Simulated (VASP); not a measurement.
Wanted: the native input for a VASP 6.6.1 run.

```
Task                   : single point
Functional             : PBEsol
Potentials or basis    : VASP PAW PBE potentials, release 64 (Zn, Au)
Cutoff                 : 520 eV
k mesh                 : 14 × 14 × 14
Occupations            : gaussian, width 0.1 eV
Spin                   : no spin polarisation
Dipole correction      : no
Further INCAR settings : ALGO = Fast; EDIFF = 1e-07; NBANDS = 18
```

The structure of ZnAu lies in POSCAR:

```
ZnAu
1.0
    3.1281748419      0.0000000000      0.0000000000
    0.0000000000      3.1281748419      0.0000000000
    0.0000000000      0.0000000000      3.1281748419
Zn Au
1 1
Direct
    0.5000000000      0.5000000000      0.5000000000
    0.0000000000      0.0000000000      0.0000000000
```

The input as run:

INCAR

```
ALGO     = Fast           # electronic algorithm
EDIFF    = 1E-7           # SCF threshold, eV
ENCUT    = 520            # plane-wave cutoff, eV
GGA      = PS             # functional
ISIF     = 2              # what is computed and relaxed
ISMEAR   = 0              # smearing method
LASPH    = T              # aspherical terms in the spheres
LCHARG   = T              # write CHGCAR
LELF     = T              # ELF
LREAL    = F              # projectors in reciprocal space
LVHAR    = T            
LWAVE    = F              # write WAVECAR
NBANDS   = 18             # bands
NELM     = 60             # most SCF steps
PREC     = Accurate       # precision mode
SIGMA    = 0.1            # smearing width, eV
```

KPOINTS

```
k-points
0
Gamma
  14 14 14
```

Potentials or basis: VASP PAW PBE potentials, release 64 (Zn, Au).

Run with:

```bash
$ cat potpaw_PBE.64/Zn/POTCAR potpaw_PBE.64/Au/POTCAR > POTCAR
$ mpirun -np 1 vasp_std > vasp.out
```

It gave:

```json
{
 "Pressure": "0.2 GPa",
 "Band gap on the k mesh": "zero (an odd number of electrons rules out a gap without spin polarisation)"
}
```

Caveat: the PAW data sets were made with another functional, which shifts forces and pressure a little; spin-orbit coupling is left out, which moves the levels of the heavy elements.

Run time: 41 s on 1 thread of AMD EPYC 7R13 Processor (Zen 3), on a shared host, peak memory 0.16 GiB.
